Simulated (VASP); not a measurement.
# CuO in VASP: single point with PBE

Aim: the single point of CuO with PBE.

All numbers are computed with VASP 6.6.1; they aren't measurements. Logs are shortened: lines on timing, memory, paths and dates and some standing lists are left out, and cuts for length are marked.

**1. The cell of the first run**

The typed cell holds 4 atoms: a = 2.947 Å, b = 2.947 Å, c = 5.154 Å, α = 90.00°, β = 90.00°, γ = 89.79°.

**2. Single point, PBE**

The input, INCAR:

```
SYSTEM = CuO
  PREC = Accurate
  ENCUT = 520
  EDIFF = 1E-6
  ISMEAR = 0
  SIGMA = 0.1
  LREAL = .False.
  LASPH = .True.
  NELM = 100
  ALGO = Normal
  ISIF = 2
  LWAVE = .False.
  LCHARG = .False.
  GGA = PE
  NBANDS = 25
```

The input, KPOINTS:

```
regular mesh
0
Gamma
  8 8 4
  0 0 0
```

The input, POSCAR:

```
CuO
1.0
    2.0813667967     -2.0804216814      0.1650184959
    2.0813669144      2.0804218425      0.1650195587
   -0.4078290492      0.0000015396      5.1376729872
Cu O
2 2
Direct
   -0.0160088186      0.4730829006      0.0013129202
    0.4839907898     -0.0269170377      0.5013129530
    0.4840137850      0.4730605607      0.2513129443
    0.4839684734      0.4731054518      0.7513129029
```

Potentials or basis: VASP PAW PBE potentials, release 64 (Cu, O).

Launch:

```console
$ cat potpaw_PBE.64/Cu/POTCAR potpaw_PBE.64/O/POTCAR > POTCAR
$ mpirun -np 1 vasp_std > vasp.out
```

OUTCAR:

```text
SYSTEM = CuO
   PREC = Accurate
   ENCUT = 520
   EDIFF = 1E-6
   ISMEAR = 0
   LREAL = .False.
   LASPH = .True.
   NELM = 100
   ISIF = 2
   GGA = PE

 ion  position               nearest neighbor table
   1  0.984  0.473  0.001-   3 1.96   4 1.96   4 1.96   3 1.96
   2  0.484  0.973  0.501-   3 1.96   4 1.96   4 1.96   3 1.96
   3  0.484  0.473  0.251-   1 1.96   2 1.96   2 1.96   1 1.96
   4  0.484  0.473  0.751-   1 1.96   2 1.96   2 1.96   1 1.96

  LATTYP: Found a base centered monoclinic cell.
 ALAT       =     4.1757965787
 B/A-ratio  =     0.9964191132
 C/A-ratio  =     1.2342158504
 COS(beta)  =    -0.0000955392

  Lattice vectors:

 A1 = (   2.0813667967,  -2.0804216814,   0.1650184959)
 A2 = (   2.0813669144,   2.0804218425,   0.1650195587)
 A3 = (  -0.4078290492,   0.0000015396,   5.1376729872)

Analysis of symmetry for initial positions (statically):
=====================================================================
 Subroutine PRICEL returns:
 Original cell was already a primitive cell.

 Routine SETGRP: Setting up the symmetry group for a
 base centered monoclinic supercell.

 Subroutine GETGRP returns: Found  4 space group operations
 (whereof  1 operations were pure point group operations)
 out of a pool of  4 trial point group operations.

The static configuration has the point symmetry C_1 .
 The point group associated with its full space group is C_2h.

Analysis of symmetry for dynamics (positions and initial velocities):
=====================================================================
 Subroutine PRICEL returns:
 Original cell was already a primitive cell.

 Routine SETGRP: Setting up the symmetry group for a
 base centered monoclinic supercell.

 Subroutine GETGRP returns: Found  4 space group operations
 (whereof  1 operations were pure point group operations)
 out of a pool of  4 trial point group operations.

The dynamic configuration has the point symmetry C_1 .
 The point group associated with its full space group is C_2h.

 Subroutine INISYM returns: Found  4 space group operations
 (whereof  1 operations are pure point group operations),
 and found     1 'primitive' translations

----------------------------------------------------------------------------------------

                                     Primitive cell

  volume of cell :      44.7735

  direct lattice vectors                    reciprocal lattice vectors
     2.081366797 -2.080421681  0.165018496     0.238724328 -0.240335894  0.018950036
     2.081366914  2.080421842  0.165019559     0.238724320  0.240335871  0.018949891
    -0.407829049  0.000001540  5.137672987    -0.015335369 -0.000000049  0.193423325

  length of vectors
     2.947451988  2.947452244  5.153834326     0.339278279  0.339278249  0.194030297

  position of ions in fractional coordinates (direct lattice)
     0.983991181  0.473082901  0.001312920
     0.483990790  0.973082962  0.501312953
     0.484013785  0.473060561  0.251312944
     0.483968473  0.473105452  0.751312903

  ion indices of the primitive-cell ions
   primitive index   ion index
                 1           1
                 2           2
                 3           3
                 4           4

----------------------------------------------------------------------------------------

 KPOINTS: regular mesh

Automatic generation of k-mesh.
 Grid dimensions read from file:
 generate k-points for:    8    8    4

 Generating k-lattice:

  Cartesian coordinates                     Fractional coordinates (reciprocal lattice)
     0.029840541 -0.030041987  0.002368754     0.125000000  0.000000000  0.000000000
     0.029840540  0.030041984  0.002368736     0.000000000  0.125000000  0.000000000
    -0.003833842 -0.000000012  0.048355831     0.000000000  0.000000000  0.250000000

  Length of vectors
     0.042409785  0.042409781  0.048507574

  Shift w.r.t. Gamma in fractional coordinates (k-lattice)
     0.000000000  0.000000000  0.000000000

 Subroutine IBZKPT returns following result:
 ===========================================

 Found     78 irreducible k-points:

 Following reciprocal coordinates:
            Coordinates               Weight
  0.000000  0.000000  0.000000      1.000000
  0.125000 -0.000000  0.000000      4.000000
  0.250000 -0.000000  0.000000      4.000000
  0.375000 -0.000000  0.000000      4.000000
  0.500000 -0.000000  0.000000      2.000000
  0.125000  0.125000  0.000000      2.000000
[... 16 lines left out ...]
  0.125000 -0.000000  0.250000      4.000000
  0.250000 -0.000000  0.250000      4.000000
 [... further k-points ...]
   k-points           NKPTS =     78   k-points in BZ     NKDIM =     78   number of bands    NBANDS=     25
   number of dos      NEDOS =    301   number of ions     NIONS =      4
   total plane-waves  NPLWV =  23040
   dimension x,y,z NGX =    24 NGY =   24 NGZ =   40
   dimension x,y,z NGXF=    48 NGYF=   48 NGZF=   80
   ions per type =               2   2
   NGX,Y,Z   is equivalent  to a cutoff of  13.54, 13.54, 12.90 a.u.
   NGXF,Y,Z  is equivalent  to a cutoff of  27.07, 27.07, 25.81 a.u.
 SYSTEM =  CuO
   PREC   = accura    normal or accurate (medium, high low for compatibility)
   ISTART =      0    job   : 0-new  1-cont  2-samecut
   ICHARG =      2    charge: 1-file 2-atom 10-const
   ISPIN  =      1    spin polarized calculation?
   LNONCOLLINEAR =      F non collinear calculations
   LSORBIT =      F    spin-orbit coupling
   LASPH  =      T    aspherical Exc in radial PAW
   ENCUT  =  520.0 eV  38.22 Ry    6.18 a.u.   5.48  5.48  9.58*2*pi/ulx,y,z
   NELM   =    100;   NELMIN=  2; NELMDL= -5     # of ELM steps
   EDIFF  = 0.1E-05   stopping-criterion for ELM
   LREAL  =      F    real-space projection
   EDIFFG = 0.1E-04   stopping-criterion for IOM
   NSW    =      0    number of steps for IOM
   IBRION =     -1    ionic relax: 0-MD 1-quasi-New 2-CG
   NFREE  =      0    steps in history (QN), initial steepest desc. (CG)
   ISIF   =      2    stress and relaxation
   ISYM   =      2    0-nonsym 1-usesym 2-fastsym
   POTIM  = 0.5000    time-step for ionic-motion
   TEBEG  =    0.0;   TEEND  =   0.0 temperature during run
   PSTRESS=    0.0 pullay stress
   NELECT =      34.0000    total number of electrons
   NUPDOWN=      -1.0000    fix difference up-down
   EMIN   =  10.00;   EMAX   =-10.00  energy-range for DOS
   EFERMI =   0.00;   METHOD = LEGACY
   ISMEAR =     0;   SIGMA  =   0.10  broadening in eV -4-tet -1-fermi 0-gaus
   EFERMI_NEDOS =   21; number of points for ismear=-14 and -15
   IALGO  =     38    algorithm
   IMIX   =      4    mixing-type and parameters
     AMIX     =   0.40;   BMIX     =  1.00
     AMIX_MAG =   1.60;   BMIX_MAG =  1.00
  volume/ion in A,a.u.               =      11.19        75.54
  Fermi-wavevector in a.u.,A,eV,Ry     =   1.493576  2.822450 30.351470  2.230770
  Thomas-Fermi vector in A             =   2.605959
   LORBIT       =      0    0 simple, 1 ext, 2 COOP (PROOUT), +10 PAW based schemes
   GGA     = PE    functional components
   LHFCALC =     F    Hartree Fock is set to
   AEXX    =    0.0000 exact exchange contribution
   IVDW    =     0    specifies the selected vdW correction
   LEPSILON=     F    determine dielectric tensor
   LRPA    =     F    only Hartree local field effects (RPA)
 non-spin polarized calculation
 Gauss-broadening in eV      SIGMA  =   0.10
  energy-cutoff  :      520.00
  volume of cell :       44.77
 maximum number of plane-waves:      1228
 NGX is ok and might be reduce to    24
   NGX = 11   NGY = 11   NGZ = 19

 number of electron      33.9999993 magnetization

 Free energy of the ion-electron system (eV)
  ---------------------------------------------------
  ext. energy  EPLUGINS =         0.00000000
  ---------------------------------------------------
  free energy    TOTEN  =       -19.74622971 eV

  energy without entropy =      -19.73841937  energy(sigma->0) =      -19.74232454

 E-fermi :   4.7981     XC(G=0): -11.2589

 val. band max:        4.7873048447   @ k =   0.1250   0.1250   0.2500
 cond. band min:       4.8135720757   @ k =  -0.2500   0.1250   0.5000
 fundamental gap:      0.0262672310
 Fermi energy:         4.7980967377

 k-point     1 :       0.0000    0.0000    0.0000
  band No.  band energies     occupation
      1     -14.9458      2.00000
      2     -13.6548      2.00000
      3      -3.2351      2.00000
      4      -0.5960      2.00000
      5      -0.5886      2.00000
      6       1.0930      2.00000
[... 17 lines left out ...]
     24      19.1912      0.00000
     25      19.4936      0.00000

 k-point     2 :       0.1250   -0.0000    0.0000
  band No.  band energies     occupation
      1     -14.8680      2.00000
      2     -13.6312      2.00000
      3      -3.0960      2.00000
      4      -0.6597      2.00000
      5      -0.5525      2.00000
      6       0.3124      2.00000
[... 17 lines left out ...]
     24      19.4257      0.00000
     25      19.5597      0.00000

 k-point     3 :       0.2500   -0.0000    0.0000
  band No.  band energies     occupation
      1     -14.6715      2.00000
      2     -13.5739      2.00000
      3      -2.7392      2.00000
      4      -0.9002      2.00000
      5      -0.7616      2.00000
      6      -0.4538      2.00000
[... 17 lines left out ...]
     24      19.2702      0.00000
     25      19.6608      0.00000

 k-point     4 :       0.3750   -0.0000    0.0000
  band No.  band energies     occupation
      1     -14.4615      2.00000
      2     -13.5157      2.00000
      3      -2.3480      2.00000
      4      -1.8506      2.00000
      5      -0.7603      2.00000
      6      -0.3503      2.00000
[... 17 lines left out ...]
     24      18.0814      0.00000
     25      19.4519      0.00000
[... 477 lines left out ...]
 k-point    22 :       0.0000    0.0000    0.2500
  band No.  band energies     occupation
      1     -14.7854      2.00000
      2     -13.8798      2.00000
      3      -2.6454      2.00000
      4      -0.5765      2.00000
      5      -0.5712      2.00000
      6       0.6569      2.00000
[... 17 lines left out ...]
     24      19.4716      0.00000
     25      19.4728      0.00000

 k-point    23 :       0.1250   -0.0000    0.2500
  band No.  band energies     occupation
      1     -14.7133      2.00000
      2     -13.8449      2.00000
      3      -2.5458      2.00000
      4      -0.6856      2.00000
      5      -0.5562      2.00000
      6       0.3472      2.00000
[... 17 lines left out ...]
     24      19.0311      0.00000
     25      19.6397      0.00000

 k-point    24 :       0.2500   -0.0000    0.2500
  band No.  band energies     occupation
      1     -14.5346      2.00000
      2     -13.7564      2.00000
      3      -2.3038      2.00000
      4      -0.9317      2.00000
      5      -0.6618      2.00000
      6      -0.5188      2.00000
[... 17 lines left out ...]
     24      19.1538      0.00000
     25      19.7626      0.00000

 [... further k-points ...]

------------------------ aborting loop because EDIFF is reached ----------------------------------------

  FORCE on cell =-STRESS in cart. coord.  units (eV):
  Direction    XX          YY          ZZ          XY          YZ          ZX
  --------------------------------------------------------------------------------------
  -------------------------------------------------------------------------------------
  Total        0.1538641      0.1662091      0.2708740      0.0000000      0.0000001     -0.0089102
  in kB        5.5058785      5.9476330      9.6929658      0.0000002      0.0000044     -0.3188416
  external PRESSURE =       7.0488258 kB  Pullay stress =       0.0000000 kB

 VOLUME and BASIS-vectors are now :
 -----------------------------------------------------------------------------
  energy-cutoff  :      520.00
  volume of cell :       44.77
      direct lattice vectors                 reciprocal lattice vectors
     2.081366797 -2.080421681  0.165018496     0.238724328 -0.240335894  0.018950036
     2.081366914  2.080421842  0.165019559     0.238724320  0.240335871  0.018949891
    -0.407829049  0.000001540  5.137672987    -0.015335369 -0.000000049  0.193423325

 POSITION                                       TOTAL-FORCE (eV/Angst)
 -----------------------------------------------------------------------------------
      3.03217     -1.06290      0.24719        -0.000000     -0.000000     -0.000000
      2.82826      1.01752      2.81603        -0.000000      0.000000     -0.000000
      1.88953     -0.02279      1.44910        -0.000000     -0.000037     -0.000000
      1.68561     -0.02260      4.01794         0.000000      0.000037      0.000000
 -----------------------------------------------------------------------------------
    total drift:                               -0.000002      0.000343     -0.000281

  FREE ENERGIE OF THE ION-ELECTRON SYSTEM (eV)
  ---------------------------------------------------
  free  energy   TOTEN  =       -19.7462297084 eV

  energy  without entropy=      -19.7384193652  energy(sigma->0) =      -19.74232454
```

It took 2.7 min on 1 thread of Intel Xeon 8259CL, shared host; peak memory 0.18 GiB.

Results:

```
Free energy            : -19.7462 eV
Pressure               : 0.7 GPa
Band gap on the k mesh : zero (bands 17 and 18 overlap by 1.18 eV)
```

Levels at points of the mesh, in eV from the Fermi level:
```
           k point  band 13  band 14  band 15  band 16  band 17  band 18  band 19  band 20  band 21  band 22
(0.00, 0.00, 0.00)    -2.41    -2.39    -2.30    -1.92     0.63     0.64     1.36     6.06     7.23    13.13
(0.50, 0.00, 0.00)    -2.30    -1.90    -1.59    -1.51     0.18     0.44     3.72     5.80     6.39    10.86
(0.50, 0.50, 0.00)    -2.37    -2.36    -1.64    -1.23    -1.23     1.08     2.14     7.17     9.72     9.78
(0.00, 0.00, 0.50)    -2.28    -2.28    -1.57    -1.57     0.08     0.08     3.42     3.42    11.57    11.57
(0.50, 0.00, 0.50)    -2.39    -2.36    -2.04    -1.84    -0.21     0.64     4.31     5.82     8.23     8.60
(0.50, 0.50, 0.50)    -1.91    -1.91    -1.44    -1.44    -0.54    -0.54     3.99     3.99    10.35    10.35
```

Caveat: semilocal functionals often make such compounds metallic where correlation or magnetic order opens a gap, which also shifts bond lengths. With open d or f shells a metallic result of PBE can be an artefact of self-interaction; +U or a hybrid may open a gap.

The gap in the log of VASP goes by the Fermi energy; the results here count the filled bands.